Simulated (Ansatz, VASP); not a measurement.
**Two plane-wave programs on AlN**

```
CELL_PARAMETERS angstrom
3.06023 0.00000 0.00000
-1.53011 2.65024 0.00000
0.00000 0.00000 4.89656
ATOMIC_POSITIONS crystal
Al 0.33333 0.66667 0.00000
Al 0.66667 0.33333 0.50000
N 0.33333 0.66667 0.38000
N 0.66667 0.33333 0.88000
```

Alike in both runs: task single point; functional PBE; k mesh 12 × 12 × 4; no spin polarisation.

|  | VASP | Ansatz |
| --- | --- | --- |
| version | VASP 6.6.1 | Ansatz 0.2.0 |
| potentials or method | VASP PAW PBE potentials, release 64 (Al, N), cutoff 520 eV | plane waves, PAW |
| occupations | gaussian, width 0.01 eV | fixed |
| valence electrons in the cell | 16 | 16 |

|  | VASP | Ansatz | Ansatz less VASP |
| --- | --- | --- | --- |
| pressure (GPa) | 15.2 | 15.5 | +0.25 |
| traceless stress, the component that is largest in VASP (GPa) | 0.88 | 0.84 | -0.042 |

Ansatz's warnings: structure snapped to symmetry.
